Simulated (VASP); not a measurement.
# TiTl2Ag (P4/mmm) in VASP: single point with r2SCAN

Aim: the single point of TiTl2Ag with r2SCAN.

Program: VASP 6.6.1. These are calculated values, not measurements. Logs are shortened: lines on timing, memory, paths and dates and some standing lists are left out, and cuts for length are marked.

### Step 1. The cell of the first run

It takes space group P4/mmm (No. 123, tetragonal). Conventional cell: a = 4.278 Å, b = 4.278 Å, c = 4.185 Å, α = 90.00°, β = 90.00°, γ = 90.00°. Within 3.9 Å of Ag (site symmetry 4/mmm) lie 8 Tl at 2.99 Å and 4 Ti at 3.02 Å. Within 3.9 Å of Tl (site symmetry mmm) lie 4 Ag at 2.99 Å and 4 Ti at 2.99 Å and 4 Tl at 3.02 Å. Ti (site symmetry 4/mmm) has 8 Tl at 2.99 Å and 4 Ag at 3.02 Å within 3.9 Å.

### Step 2. Single point, r2SCAN

POSCAR

```
TiTl2Ag
1.0
    4.2778750000      0.0000000000      0.0000000000
    0.0000000000      4.2778750000      0.0000000000
    0.0000000000      0.0000000000      4.1851010000
Ag Tl Ti
1 2 1
Direct
    0.0000000000      0.0000000000      0.0000000000
    0.0000000000      0.5000000000      0.5000000000
    0.5000000000      0.0000000000      0.5000000000
    0.5000000000      0.5000000000      0.0000000000
```

INCAR.step1

```
SYSTEM = TiTl2Ag
ALGO     = Normal         ! electronic algorithm
EDIFF    = 1E-4           ! SCF threshold, eV
ENCUT    = 520            ! plane-wave cutoff, eV
GGA      = PE             ! functional
ISMEAR   = -5             ! smearing method
LASPH    = .TRUE.         ! aspherical terms in the spheres
LCHARG   = .FALSE.        ! write CHGCAR
LREAL    = .FALSE.        ! projectors in reciprocal space
LWAVE    = .TRUE.         ! write WAVECAR
NBANDS   = 32             ! bands
NELM     = 60             ! most SCF steps
PREC     = Accurate       ! precision mode
SIGMA    = 0.1            ! smearing width, eV
```

INCAR.step2

```
SYSTEM = TiTl2Ag
ALGO     = Normal         ! electronic algorithm
EDIFF    = 1E-6           ! SCF threshold, eV
ENCUT    = 520            ! plane-wave cutoff, eV
ISIF     = 2              ! what is computed and relaxed
ISMEAR   = -5             ! smearing method
ISTART   = 1            
LASPH    = .TRUE.         ! aspherical terms in the spheres
LCHARG   = .FALSE.        ! write CHGCAR
LMIXTAU  = .TRUE.       
LREAL    = .FALSE.        ! projectors in reciprocal space
LWAVE    = .FALSE.        ! write WAVECAR
METAGGA  = R2SCAN         ! meta-GGA
NBANDS   = 32             ! bands
NELM     = 60             ! most SCF steps
PREC     = Accurate       ! precision mode
SIGMA    = 0.1            ! smearing width, eV
```

KPOINTS

```
k-points
0
G
  6 6 6
  0 0 0
```

Potentials or basis: VASP PAW PBE potentials, release 64 (Ag, Tl_d, Ti_sv).

Run with:

```
$ cat potpaw_PBE.64/Ag/POTCAR potpaw_PBE.64/Tl_d/POTCAR potpaw_PBE.64/Ti_sv/POTCAR > POTCAR
$ cp INCAR.step1 INCAR
$ mpirun -np 1 vasp_std > vasp.out
$ cp INCAR.step2 INCAR
$ mpirun -np 1 vasp_std > vasp.out
```

OUTCAR:

```text
SYSTEM = TiTl2Ag
   EDIFF = 1E-6
   ENCUT = 520
   ISIF = 2
   ISMEAR = -5
   ISTART = 1
   LASPH = .TRUE.
   LREAL = .FALSE.
   METAGGA = R2SCAN
   NELM = 60
   PREC = Accurate

 ion  position               nearest neighbor table
   1  0.000  0.000  0.000-   2 2.99   3 2.99   2 2.99   3 2.99   2 2.99   2 2.99   3 2.99   3 2.99
                             4 3.02   4 3.02   4 3.02   4 3.02
   2  0.000  0.500  0.500-   1 2.99   4 2.99   1 2.99   4 2.99   1 2.99   1 2.99   4 2.99   4 2.99
                             3 3.02   3 3.02   3 3.02   3 3.02
   3  0.500  0.000  0.500-   1 2.99   4 2.99   1 2.99   4 2.99   4 2.99   4 2.99   1 2.99   1 2.99
                             2 3.02   2 3.02   2 3.02   2 3.02
   4  0.500  0.500  0.000-   2 2.99   3 2.99   2 2.99   3 2.99   3 2.99   3 2.99   2 2.99   2 2.99
                             1 3.02   1 3.02   1 3.02   1 3.02

  LATTYP: Found a simple tetragonal cell.
 ALAT       =     4.2778750000
 C/A-ratio  =     0.9783130643

  Lattice vectors:

 A1 = (   4.2778750000,   0.0000000000,   0.0000000000)
 A2 = (   0.0000000000,   4.2778750000,   0.0000000000)
 A3 = (   0.0000000000,   0.0000000000,   4.1851010000)

Analysis of symmetry for initial positions (statically):
=====================================================================
 Subroutine PRICEL returns:
 Original cell was already a primitive cell.

 Routine SETGRP: Setting up the symmetry group for a
 simple tetragonal supercell.

 Subroutine GETGRP returns: Found 16 space group operations
 (whereof 16 operations were pure point group operations)
 out of a pool of 16 trial point group operations.

The static configuration has the point symmetry D_4h.

Analysis of symmetry for dynamics (positions and initial velocities):
=====================================================================
 Subroutine PRICEL returns:
 Original cell was already a primitive cell.

 Routine SETGRP: Setting up the symmetry group for a
 simple tetragonal supercell.

 Subroutine GETGRP returns: Found 16 space group operations
 (whereof 16 operations were pure point group operations)
 out of a pool of 16 trial point group operations.

The dynamic configuration has the point symmetry D_4h.

 Subroutine INISYM returns: Found 16 space group operations
 (whereof 16 operations are pure point group operations),
 and found     1 'primitive' translations

----------------------------------------------------------------------------------------

                                     Primitive cell

  volume of cell :      76.5882

  direct lattice vectors                    reciprocal lattice vectors
     4.277875000  0.000000000  0.000000000     0.233760921  0.000000000  0.000000000
     0.000000000  4.277875000  0.000000000     0.000000000  0.233760921  0.000000000
     0.000000000  0.000000000  4.185101000     0.000000000  0.000000000  0.238942859

  length of vectors
     4.277875000  4.277875000  4.185101000     0.233760921  0.233760921  0.238942859

  position of ions in fractional coordinates (direct lattice)
     0.000000000  0.000000000  0.000000000
     0.000000000  0.500000000  0.500000000
     0.500000000  0.000000000  0.500000000
     0.500000000  0.500000000  0.000000000

  ion indices of the primitive-cell ions
   primitive index   ion index
                 1           1
                 2           2
                 3           3
                 4           4

----------------------------------------------------------------------------------------

 KPOINTS: k-points

Automatic generation of k-mesh.
 Grid dimensions read from file:
 generate k-points for:    6    6    6

 Generating k-lattice:

  Cartesian coordinates                     Fractional coordinates (reciprocal lattice)
     0.038960154  0.000000000  0.000000000     0.166666667  0.000000000  0.000000000
     0.000000000  0.038960154  0.000000000     0.000000000  0.166666667  0.000000000
     0.000000000  0.000000000  0.039823810     0.000000000  0.000000000  0.166666667

  Length of vectors
     0.038960154  0.038960154  0.039823810

  Shift w.r.t. Gamma in fractional coordinates (k-lattice)
     0.000000000  0.000000000  0.000000000

 TETIRR: Found    324 inequivalent tetrahedra from     1296

 Subroutine IBZKPT returns following result:
 ===========================================

 Found     40 irreducible k-points:

 Following reciprocal coordinates:
            Coordinates               Weight
  0.000000  0.000000  0.000000      1.000000
  0.166667  0.000000  0.000000      4.000000
  0.333333  0.000000  0.000000      4.000000
  0.500000  0.000000  0.000000      2.000000
  0.166667  0.166667  0.000000      4.000000
  0.333333  0.166667  0.000000      8.000000
[... 16 lines left out ...]
  0.333333  0.000000  0.333333      8.000000
  0.500000  0.000000  0.333333      4.000000
 [... further k-points ...]
   k-points           NKPTS =     40   k-points in BZ     NKDIM =     40   number of bands    NBANDS=     32
   number of dos      NEDOS =    301   number of ions     NIONS =      4
   total plane-waves  NPLWV =  32768
   dimension x,y,z NGX =    32 NGY =   32 NGZ =   32
   dimension x,y,z NGXF=    64 NGYF=   64 NGZF=   64
   ions per type =               1   2   1
   NGX,Y,Z   is equivalent  to a cutoff of  12.44, 12.44, 12.71 a.u.
   NGXF,Y,Z  is equivalent  to a cutoff of  24.87, 24.87, 25.42 a.u.
 SYSTEM =  TiTl2Ag
   PREC   = accura    normal or accurate (medium, high low for compatibility)
   ISTART =      1    job   : 0-new  1-cont  2-samecut
   ICHARG =      0    charge: 1-file 2-atom 10-const
   ISPIN  =      1    spin polarized calculation?
   LNONCOLLINEAR =      F non collinear calculations
   LSORBIT =      F    spin-orbit coupling
   LASPH  =      T    aspherical Exc in radial PAW
   ENCUT  =  520.0 eV  38.22 Ry    6.18 a.u.   7.95  7.95  7.78*2*pi/ulx,y,z
   NELM   =     60;   NELMIN=  2; NELMDL=  0     # of ELM steps
   EDIFF  = 0.1E-05   stopping-criterion for ELM
   LREAL  =      F    real-space projection
   EDIFFG = 0.1E-04   stopping-criterion for IOM
   NSW    =      0    number of steps for IOM
   IBRION =     -1    ionic relax: 0-MD 1-quasi-New 2-CG
   NFREE  =      0    steps in history (QN), initial steepest desc. (CG)
   ISIF   =      2    stress and relaxation
   ISYM   =      2    0-nonsym 1-usesym 2-fastsym
   POTIM  = 0.5000    time-step for ionic-motion
   TEBEG  =    0.0;   TEEND  =   0.0 temperature during run
   PSTRESS=    0.0 pullay stress
   NELECT =      49.0000    total number of electrons
   NUPDOWN=      -1.0000    fix difference up-down
   EMIN   =  10.00;   EMAX   =-10.00  energy-range for DOS
   EFERMI =   0.00;   METHOD = LEGACY
   ISMEAR =    -5;   SIGMA  =   0.10  broadening in eV -4-tet -1-fermi 0-gaus
   EFERMI_NEDOS =   21; number of points for ismear=-14 and -15
   IALGO  =     38    algorithm
   IMIX   =      4    mixing-type and parameters
     AMIX     =   0.40;   BMIX     =  1.00
     AMIX_MAG =   1.60;   BMIX_MAG =  1.00
  volume/ion in A,a.u.               =      19.15       129.21
  Fermi-wavevector in a.u.,A,eV,Ry     =   1.410651  2.665743 27.074714  1.989935
  Thomas-Fermi vector in A             =   2.532583
   LORBIT       =      0    0 simple, 1 ext, 2 COOP (PROOUT), +10 PAW based schemes
   METAGGA = R2SCAN    functional components
   LHFCALC =     F    Hartree Fock is set to
   AEXX    =    0.0000 exact exchange contribution
   IVDW    =     0    specifies the selected vdW correction
   LEPSILON=     F    determine dielectric tensor
   LRPA    =     F    only Hartree local field effects (RPA)
 non-spin polarized calculation
 Fermi weights with tetrahedron method with Bloechl corrections
  energy-cutoff  :      520.00
  volume of cell :       76.59
 maximum number of plane-waves:      2080
 NGX is ok and might be reduce to    32
   NGX = 15   NGY = 15   NGZ = 15

 number of electron      49.0000007 magnetization

 Free energy of the ion-electron system (eV)
  ---------------------------------------------------
  ext. energy  EPLUGINS =         0.00000000
  ---------------------------------------------------
  free energy    TOTEN  =      -139.90874013 eV

  energy without entropy =     -139.90874013  energy(sigma->0) =     -139.90874013

 E-fermi :   9.6081     XC(G=0): -12.7785

 val. band max:        9.6344230154   @ k =   0.1667   0.1667   0.1667
 cond. band min:       9.3959700398   @ k =   0.0000   0.0000   0.5000
 fundamental gap:     -0.2384529756
 Fermi energy:         9.6080521194

 k-point     1 :       0.0000    0.0000    0.0000
  band No.  band energies     occupation
      1     -50.0977      2.00000
      2     -25.3508      2.00000
      3     -25.3284      2.00000
      4     -25.3284      2.00000
      5      -3.7099      2.00000
      6      -3.5199      2.00000
[... 24 lines left out ...]
     31      15.1884      0.00000
     32      15.9851      0.00000

 k-point     2 :       0.1667    0.0000    0.0000
  band No.  band energies     occupation
      1     -50.0976      2.00000
      2     -25.3510      2.00000
      3     -25.3305      2.00000
      4     -25.3285      2.00000
      5      -3.6073      2.00000
      6      -3.4242      2.00000
[... 24 lines left out ...]
     31      15.9076      0.00000
     32      15.9447      0.00000

 k-point     3 :       0.3333    0.0000    0.0000
  band No.  band energies     occupation
      1     -50.0975      2.00000
      2     -25.3514      2.00000
      3     -25.3347      2.00000
      4     -25.3286      2.00000
      5      -3.3110      2.00000
      6      -3.1693      2.00000
[... 24 lines left out ...]
     31      14.4787      0.00000
     32      15.0680      0.00000

 k-point     4 :       0.5000    0.0000    0.0000
  band No.  band energies     occupation
      1     -50.0974      2.00000
      2     -25.3516      2.00000
      3     -25.3368      2.00000
      4     -25.3287      2.00000
      5      -2.8895      2.00000
      6      -2.8630      2.00000
[... 654 lines left out ...]
     31      15.8848      0.00000
     32      15.9478      0.00000

 k-point    23 :       0.3333    0.0000    0.3333
  band No.  band energies     occupation
      1     -50.0973      2.00000
      2     -25.3587      2.00000
      3     -25.3335      2.00000
      4     -25.3291      2.00000
      5      -3.3011      2.00000
      6      -3.1307      2.00000
[... 24 lines left out ...]
     31      14.8941      0.00000
     32      15.8809      0.00000

 k-point    24 :       0.5000    0.0000    0.3333
  band No.  band energies     occupation
      1     -50.0972      2.00000
      2     -25.3583      2.00000
      3     -25.3351      2.00000
      4     -25.3291      2.00000
      5      -2.8603      2.00000
      6      -2.8596      2.00000
[... 24 lines left out ...]
     31      13.8815      0.00000
     32      14.5691      0.00000

 [... further k-points ...]
[... 5 lines left out ...]
  --------------------------------------------------------------------------------------
  -------------------------------------------------------------------------------------
  Total        4.2211689      4.2211689      1.7972179      0.0000000      0.0000000      0.0000000
  in kB       88.3041641     88.3041641     37.5966538      0.0000000      0.0000000      0.0000000
  external PRESSURE =      71.4016607 kB  Pullay stress =       0.0000000 kB

 VOLUME and BASIS-vectors are now :
 -----------------------------------------------------------------------------
  energy-cutoff  :      520.00
  volume of cell :       76.59
      direct lattice vectors                 reciprocal lattice vectors
     4.277875000  0.000000000  0.000000000     0.233760921  0.000000000  0.000000000
     0.000000000  4.277875000  0.000000000     0.000000000  0.233760921  0.000000000
     0.000000000  0.000000000  4.185101000     0.000000000  0.000000000  0.238942859

 POSITION                                       TOTAL-FORCE (eV/Angst)
 -----------------------------------------------------------------------------------
      0.00000      0.00000      0.00000         0.000000      0.000000      0.000000
      0.00000      2.13894      2.09255         0.000000      0.000000      0.000000
      2.13894      0.00000      2.09255         0.000000      0.000000      0.000000
      2.13894      2.13894      0.00000         0.000000      0.000000      0.000000
 -----------------------------------------------------------------------------------
    total drift:                                0.000000     -0.000000     -0.000000

  FREE ENERGIE OF THE ION-ELECTRON SYSTEM (eV)
  ---------------------------------------------------
  free  energy   TOTEN  =      -139.9087401323 eV

  energy  without entropy=     -139.9087401323  energy(sigma->0) =     -139.90874013
```

Run time: 2.5 min. Hardware: 1 thread of Intel Xeon Platinum 8488C (Sapphire Rapids), shared host; peak memory 0.25 GiB.

Results:

| Property | Result |
| --- | --- |
| Free energy | -139.9087 eV |
| Pressure | 7.1 GPa |

Stress tensor (GPa, compression positive):
```
8.83 0.00 0.00
0.00 8.83 0.00
0.00 0.00 3.76
```

Levels at points of the mesh, in eV from the Fermi level:
| k point | band 21 | band 22 | band 23 | band 24 | band 25 | band 26 | band 27 | band 28 |
| --- | --- | --- | --- | --- | --- | --- | --- | --- |
| (0.00, 0.00, 0.00) | -2.02 | -1.43 | -1.43 | -0.88 | -0.56 | 0.97 | 0.97 | 1.31 |
| (0.50, 0.00, 0.00) | -4.89 | -1.00 | -0.64 | -0.63 | 0.87 | 0.88 | 1.88 | 2.53 |
| (0.50, 0.50, 0.00) | -5.02 | -4.65 | -3.93 | -0.24 | -0.24 | 0.96 | 1.65 | 1.75 |
| (0.00, 0.00, 0.50) | -4.91 | -1.83 | -1.20 | -1.20 | -0.21 | 0.92 | 1.26 | 3.49 |
| (0.50, 0.00, 0.50) | -3.92 | -3.58 | -3.04 | -0.68 | 0.11 | 1.07 | 1.40 | 1.50 |
| (0.50, 0.50, 0.50) | -3.49 | -3.48 | -3.48 | -2.31 | -2.31 | -1.45 | 1.29 | 1.36 |

Caveat: the PAW data sets were made with another functional, which shifts forces and pressure a little; spin-orbit coupling is left out, which moves the levels of the heavy elements; tetrahedron occupations give inexact forces and stress in metals.
